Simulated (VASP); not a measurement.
# SrErAs3 (Pm-3m) in VASP: notebook, part 2 of 2

VASP 6.6.1.

### 4 Relaxation of cell and atoms, PBE

Contents of INCAR:

```
  PREC = Accurate
  ENCUT = 500
  EDIFF = 1E-7
  ISMEAR = 0
  SIGMA = 0.1
  LREAL = F
  LASPH = T
  NELM = 200
  ALGO = Normal
  ISIF = 3
  LWAVE = F
  LCHARG = F
  GGA = PE
  IBRION = 2
  NSW = 90
  EDIFFG = -0.04
  GGA_COMPAT = F
  NELMIN = 4
  LMAXMIX = 6
```

Contents of KPOINTS:

```
Automatic mesh
0
Gamma
  4 4 4
```

Contents of POSCAR:

```
SrErAs3
1.0
    4.7201819700      0.0000000000      0.0000000000
    0.0000000000      4.7201819700      0.0000000000
    0.0000000000      0.0000000000      4.7201819700
Sr Er As
1 1 3
Direct
    0.0000000000      0.0000000000      0.0000000000
    0.5000000000      0.5000000000      0.5000000000
    0.0000000000      0.5000000000      0.5000000000
    0.5000000000      0.0000000000      0.5000000000
    0.5000000000      0.5000000000      0.0000000000
```

Potentials or basis: VASP PAW PBE potentials, release 64 (Sr_sv, Er_3, As), 4f in core.

The run is started by

```console
$ cat potpaw_PBE.64/Sr_sv/POTCAR potpaw_PBE.64/Er_3/POTCAR potpaw_PBE.64/As/POTCAR > POTCAR
$ mpirun -np 1 vasp_std > vasp.out
```

OUTCAR:

```text
PREC = Accurate
   ENCUT = 500
   EDIFF = 1E-7
   ISMEAR = 0
   LREAL = F
   LASPH = T
   NELM = 200
   ISIF = 3
   GGA = PE
   IBRION = 2
   NSW = 90
   EDIFFG = -0.04
   NELMIN = 4

 ion  position               nearest neighbor table
   1  0.000  0.000  0.000-   3 3.34   4 3.34   5 3.34   3 3.34   4 3.34   3 3.34   5 3.34   3 3.34
                             4 3.34   5 3.34   4 3.34   5 3.34   2 4.09   2 4.09   2 4.09   2 4.09
   2  0.500  0.500  0.500-   3 2.36   4 2.36   5 2.36   5 2.36   4 2.36   3 2.36   1 4.09   1 4.09
                             1 4.09   1 4.09   1 4.09   1 4.09   1 4.09   1 4.09
   3  0.000  0.500  0.500-   2 2.36   2 2.36   1 3.34   1 3.34   1 3.34   1 3.34
   4  0.500  0.000  0.500-   2 2.36   2 2.36   1 3.34   1 3.34   1 3.34   1 3.34
   5  0.500  0.500  0.000-   2 2.36   2 2.36   1 3.34   1 3.34   1 3.34   1 3.34

  LATTYP: Found a simple cubic cell.
 ALAT       =     4.7201819700

  Lattice vectors:

 A1 = (   4.7201819700,   0.0000000000,   0.0000000000)
 A2 = (   0.0000000000,   4.7201819700,   0.0000000000)
 A3 = (   0.0000000000,   0.0000000000,   4.7201819700)

Analysis of symmetry for initial positions (statically):
=====================================================================
 Subroutine PRICEL returns:
 Original cell was already a primitive cell.

 Routine SETGRP: Setting up the symmetry group for a
 simple cubic supercell.

 Subroutine GETGRP returns: Found 48 space group operations
 (whereof 48 operations were pure point group operations)
 out of a pool of 48 trial point group operations.

The static configuration has the point symmetry O_h .

Analysis of symmetry for dynamics (positions and initial velocities):
=====================================================================
 Subroutine PRICEL returns:
 Original cell was already a primitive cell.

 Routine SETGRP: Setting up the symmetry group for a
 simple cubic supercell.

 Subroutine GETGRP returns: Found 48 space group operations
 (whereof 48 operations were pure point group operations)
 out of a pool of 48 trial point group operations.

The dynamic configuration has the point symmetry O_h .

 Subroutine INISYM returns: Found 48 space group operations
 (whereof 48 operations are pure point group operations),
 and found     1 'primitive' translations

----------------------------------------------------------------------------------------

                                     Primitive cell

  volume of cell :     105.1662

  direct lattice vectors                    reciprocal lattice vectors
     4.720181970  0.000000000  0.000000000     0.211856239  0.000000000  0.000000000
     0.000000000  4.720181970  0.000000000     0.000000000  0.211856239  0.000000000
     0.000000000  0.000000000  4.720181970     0.000000000  0.000000000  0.211856239

  length of vectors
     4.720181970  4.720181970  4.720181970     0.211856239  0.211856239  0.211856239

  position of ions in fractional coordinates (direct lattice)
     0.000000000  0.000000000  0.000000000
     0.500000000  0.500000000  0.500000000
     0.000000000  0.500000000  0.500000000
     0.500000000  0.000000000  0.500000000
     0.500000000  0.500000000  0.000000000

  ion indices of the primitive-cell ions
   primitive index   ion index
                 1           1
                 2           2
                 3           3
                 4           4
                 5           5

----------------------------------------------------------------------------------------

 KPOINTS: Automatic mesh

Automatic generation of k-mesh.
 Grid dimensions read from file:
 generate k-points for:    4    4    4

 Generating k-lattice:

  Cartesian coordinates                     Fractional coordinates (reciprocal lattice)
     0.052964060  0.000000000  0.000000000     0.250000000  0.000000000  0.000000000
     0.000000000  0.052964060  0.000000000     0.000000000  0.250000000  0.000000000
     0.000000000  0.000000000  0.052964060     0.000000000  0.000000000  0.250000000

  Length of vectors
     0.052964060  0.052964060  0.052964060

  Shift w.r.t. Gamma in fractional coordinates (k-lattice)
     0.000000000  0.000000000  0.000000000

 Subroutine IBZKPT returns following result:
 ===========================================

 Found     10 irreducible k-points:

 Following reciprocal coordinates:
            Coordinates               Weight
  0.000000  0.000000  0.000000      1.000000
  0.250000  0.000000  0.000000      6.000000
  0.500000  0.000000  0.000000      3.000000
  0.250000  0.250000  0.000000     12.000000
  0.500000  0.250000  0.000000     12.000000
  0.500000  0.500000  0.000000      3.000000
  0.250000  0.250000  0.250000      8.000000
  0.500000  0.250000  0.250000     12.000000
  0.500000  0.500000  0.250000      6.000000
  0.500000  0.500000  0.500000      1.000000
   k-points           NKPTS =     10   k-points in BZ     NKDIM =     10   number of bands    NBANDS=     21
   number of dos      NEDOS =    301   number of ions     NIONS =      5
   total plane-waves  NPLWV =  46656
   dimension x,y,z NGX =    36 NGY =   36 NGZ =   36
   dimension x,y,z NGXF=    72 NGYF=   72 NGZF=   72
   ions per type =               1   1   3
   NGX,Y,Z   is equivalent  to a cutoff of  12.68, 12.68, 12.68 a.u.
   NGXF,Y,Z  is equivalent  to a cutoff of  25.36, 25.36, 25.36 a.u.
 SYSTEM =  unknown system
   PREC   = accura    normal or accurate (medium, high low for compatibility)
   ISTART =      0    job   : 0-new  1-cont  2-samecut
   ICHARG =      2    charge: 1-file 2-atom 10-const
   ISPIN  =      1    spin polarized calculation?
   LNONCOLLINEAR =      F non collinear calculations
   LSORBIT =      F    spin-orbit coupling
   LASPH  =      T    aspherical Exc in radial PAW
   ENCUT  =  500.0 eV  36.75 Ry    6.06 a.u.   8.61  8.61  8.61*2*pi/ulx,y,z
   NELM   =    200;   NELMIN=  4; NELMDL= -5     # of ELM steps
   EDIFF  = 0.1E-06   stopping-criterion for ELM
   LREAL  =      F    real-space projection
   EDIFFG = -.4E-01   stopping-criterion for IOM
   NSW    =     90    number of steps for IOM
   IBRION =      2    ionic relax: 0-MD 1-quasi-New 2-CG
   NFREE  =      1    steps in history (QN), initial steepest desc. (CG)
   ISIF   =      3    stress and relaxation
   ISYM   =      2    0-nonsym 1-usesym 2-fastsym
   POTIM  = 0.5000    time-step for ionic-motion
   TEBEG  =    0.0;   TEEND  =   0.0 temperature during run
   PSTRESS=    0.0 pullay stress
   NELECT =      34.0000    total number of electrons
   NUPDOWN=      -1.0000    fix difference up-down
   EMIN   =  10.00;   EMAX   =-10.00  energy-range for DOS
   EFERMI =   0.00;   METHOD = LEGACY
   ISMEAR =     0;   SIGMA  =   0.10  broadening in eV -4-tet -1-fermi 0-gaus
   EFERMI_NEDOS =   21; number of points for ismear=-14 and -15
   IALGO  =     38    algorithm
   IMIX   =      4    mixing-type and parameters
     AMIX     =   0.40;   BMIX     =  1.00
     AMIX_MAG =   1.60;   BMIX_MAG =  1.00
  volume/ion in A,a.u.               =      21.03       141.94
  Fermi-wavevector in a.u.,A,eV,Ry     =   1.123593  2.123283 17.176831  1.262461
  Thomas-Fermi vector in A             =   2.260260
   LORBIT       =      0    0 simple, 1 ext, 2 COOP (PROOUT), +10 PAW based schemes
   GGA     = PE    functional components
   LHFCALC =     F    Hartree Fock is set to
   AEXX    =    0.0000 exact exchange contribution
   IVDW    =     0    specifies the selected vdW correction
   LEPSILON=     F    determine dielectric tensor
   LRPA    =     F    only Hartree local field effects (RPA)
 conjugate gradient relaxation of ions
 non-spin polarized calculation
 Gauss-broadening in eV      SIGMA  =   0.10
  energy-cutoff  :      500.00
  volume of cell :      105.17
 maximum number of plane-waves:      2721
 NGX is ok and might be reduce to    36
   NGX = 17   NGY = 17   NGZ = 17

--------------------------------------- Ionic step        1  -------------------------------------------

 number of electron      33.9999994 magnetization

 Free energy of the ion-electron system (eV)
  ---------------------------------------------------
  ext. energy  EPLUGINS =         0.00000000
  ---------------------------------------------------
  free energy    TOTEN  =       -18.23907325 eV

  energy without entropy =      -18.21504498  energy(sigma->0) =      -18.22705911

 E-fermi :   5.4407     XC(G=0): -10.4253

 val. band max:        5.3655980599   @ k =   0.5000   0.2500   0.0000
 cond. band min:       5.4559115682   @ k =   0.5000   0.5000   0.0000
 fundamental gap:      0.0903135083
 Fermi energy:         5.4407197122

 k-point     1 :       0.0000    0.0000    0.0000
  band No.  band energies     occupation
      1     -30.1214      2.00000
      2     -18.4331      2.00000
      3     -18.4331      2.00000
      4     -18.4331      2.00000
      5     -12.1687      2.00000
      6     -12.1687      2.00000
[... 304 lines left out ...]
  energy  without entropy=      -21.4249015083  energy(sigma->0) =      -21.43759964

--------------------------------------- Ionic step        3  -------------------------------------------

 number of electron      33.9999988 magnetization

 Free energy of the ion-electron system (eV)
  ---------------------------------------------------
  ext. energy  EPLUGINS =         0.00000000
  ---------------------------------------------------
  free energy    TOTEN  =       -22.33981333 eV

  energy without entropy =      -22.32024879  energy(sigma->0) =      -22.33003106

 E-fermi :   2.4350     XC(G=0):  -8.7930

 val. band max:        2.3737607675   @ k =   0.5000   0.2500   0.2500
 cond. band min:       2.4912641342   @ k =   0.2500   0.2500   0.0000
 fundamental gap:      0.1175033667
 Fermi energy:         2.4350159446

 k-point     1 :       0.0000    0.0000    0.0000
  band No.  band energies     occupation
      1     -33.9967      2.00000
      2     -21.1768      2.00000
      3     -21.1768      2.00000
      4     -21.1768      2.00000
      5     -15.9147      2.00000
      6     -15.9147      2.00000
[... 261 lines left out ...]
  FREE ENERGIE OF THE ION-ELECTRON SYSTEM (eV)
  ---------------------------------------------------
  free  energy   TOTEN  =       -22.3398133271 eV

  energy  without entropy=      -22.3202487904  energy(sigma->0) =      -22.33003106

 reached required accuracy - stopping structural energy minimisation
```

OSZICAR:

```text
N       E                     dE             d eps       ncg     rms          rms(c)
DAV:   1     0.188061438517E+03    0.18806E+03   -0.15455E+04   635   0.152E+03
DAV:   2    -0.775002691943E+01   -0.19581E+03   -0.19155E+03   728   0.396E+02
DAV:   3    -0.186419892576E+02   -0.10892E+02   -0.10716E+02   682   0.749E+01
[... 36 lines left out ...]
DAV:   7    -0.223398340688E+02    0.27869E-03   -0.32390E-03   577   0.303E-01    0.152E-01
DAV:   8    -0.223398132264E+02    0.20842E-04   -0.52523E-04   736   0.153E-01    0.664E-02
DAV:   9    -0.223398136267E+02   -0.40030E-06   -0.60397E-05   562   0.471E-02    0.158E-02
DAV:  10    -0.223398133311E+02    0.29569E-06   -0.54444E-06   710   0.177E-02    0.151E-02
DAV:  11    -0.223398133271E+02    0.39909E-08   -0.94184E-07   510   0.667E-03
   3 F= -.22339813E+02 E0= -.22330031E+02  d E =-.410074E+01
```

Run time: 92 s. Hardware: 1 thread of AMD EPYC 7R13 (Zen 3), shared host; peak memory 0.19 GiB.

What came out:

| Item | Value |
| --- | --- |
| Free energy | -22.3398 eV |
| Relaxed volume | 30.95 Å³/atom |
| Relaxed cell | a = 5.369 Å, b = 5.369 Å, c = 5.369 Å, α = 90.00°, β = 90.00°, γ = 90.00° |
| Space group after relaxing (to 0.1 Å) | Pm-3m (No. 221) |
| Energy gained by relaxing | 820.1 meV/atom |
| Ionic steps | 3 |
| Pressure after relaxing | 0.2 GPa |
| Band gap on the k mesh | zero (bands 17 and 18 overlap by 1.86 eV) |

Step by step:
| step | energy change (eV) | largest force (eV/Å) | pressure (GPa) | volume (Å³) |
| --- | --- | --- | --- | --- |
| 1 | 0.0000 | 0.0000 | 35.68 | 105.17 |
| 2 | -3.2112 | 0.0000 | -6.16 | 193.80 |
| 3 | -4.1007 | 0.0000 | 0.16 | 154.76 |

Final structure:
```
CELL_PARAMETERS angstrom
5.36893 0.00000 0.00000
0.00000 5.36893 0.00000
0.00000 0.00000 5.36893
ATOMIC_POSITIONS crystal
Sr 0.00000 0.00000 0.00000
Er 0.50000 0.50000 0.50000
As 0.00000 0.50000 0.50000
As 0.50000 0.00000 0.50000
As 0.50000 0.50000 0.00000
```

Caveat: the volume moved by over 15 % at a fixed basis, so the end points are rough; spin-orbit coupling is left out, which moves the levels of the heavy elements; the 4f electrons are frozen in the core, so they carry no moment and show no levels.

### 5 Single point, PBE

This run uses another cell than the first one, of 30.73 Å³/atom.

Contents of INCAR:

```
SYSTEM = SrErAs3
ALGO = Normal
EDIFF = 1E-6
ENCUT = 500
GGA = PE
GGA_COMPAT = .FALSE.
ISIF = 2
ISMEAR = 0
LASPH = .TRUE.
LCHARG = .FALSE.
LMAXMIX = 6
LREAL = .FALSE.
LWAVE = .FALSE.
NBANDS = 25
NELM = 200
PREC = Accurate
SIGMA = 0.1
```

Contents of KPOINTS:

```
k-points
0
G
  8 8 8
  0 0 0
```

POSCAR, as its differences from that of step 4:

```diff
@@ -2,5 +2,5 @@
 1.0
-    4.7201819700      0.0000000000      0.0000000000
-    0.0000000000      4.7201819700      0.0000000000
-    0.0000000000      0.0000000000      4.7201819700
+    5.3559162960      0.0000000000      0.0000000000
+    0.0000000000      5.3559162960      0.0000000000
+    0.0000000000      0.0000000000      5.3559162960
 Sr Er As
```

The run is started by

```console
$ cat potpaw_PBE.64/Sr_sv/POTCAR potpaw_PBE.64/Er_3/POTCAR potpaw_PBE.64/As/POTCAR > POTCAR
$ mpirun -np 1 vasp_std > vasp.out
```

Run time: 2.1 min. Hardware: 1 thread of AMD EPYC 7R13 (Zen 3), shared host; peak memory 0.29 GiB.

Results (log left out):

```
Free energy            : -22.3520 eV
Pressure               : 0.2 GPa
Band gap on the k mesh : zero (bands 17 and 18 overlap by 1.90 eV)
```

Levels at points of the mesh, in eV from the Fermi level:
```csv
k point,band 14,band 15,band 16,band 17,band 18,band 19,band 20,band 21
"(0.00, 0.00, 0.00)",-0.15,-0.15,-0.15,1.06,1.06,1.06,1.64,1.67
"(0.50, 0.00, 0.00)",-1.83,-1.53,-1.53,-1.09,0.66,0.66,2.11,3.31
"(0.50, 0.50, 0.00)",-1.68,-1.68,-1.12,-1.12,-0.59,1.12,3.28,3.78
"(0.50, 0.50, 0.50)",-3.08,-1.86,-1.86,1.32,1.32,1.32,1.72,3.40
```

Caveat: spin-orbit coupling is left out, which moves the levels of the heavy elements; the 4f electrons are frozen in the core, so they carry no moment and show no levels. Spin polarisation is off, so any magnetic state and its effect on volume and gap are missing.

### 6 The runs side by side

```csv
task,cell,k mesh,gap on the mesh (eV),pressure (GPa)
single point,"a = 4.720 Å, 5 atoms",4 × 4 × 4,none,35.7
single point,"a = 5.362 Å, 5 atoms",4 × 4 × 4,none,0.3
relaxation of cell and atoms,"relaxed from a = 4.720 Å, 5 atoms",4 × 4 × 4,none,0.2
single point,"a = 5.356 Å, 5 atoms",8 × 8 × 8,none,0.2
```

Alike in all rows: level PBE; potentials or basis VASP PAW PBE potentials, release 64 (Sr_sv, Er_3, As), 4f in core; no spin polarisation; cutoff (eV) 500; smearing gaussian 0.1 eV.

Caveats: spin-orbit coupling is left out, which moves the levels of the heavy elements; the 4f electrons are frozen in the core, so they carry no moment and show no levels; the cell stands under pressure (at least some runs); the volume moved by over 15 % at a fixed basis, so the end points are rough (at least some runs).

Absolute energies hang on the potentials; compare differences alone.

The gap in the log of VASP goes by the Fermi energy; the results here count the filled bands.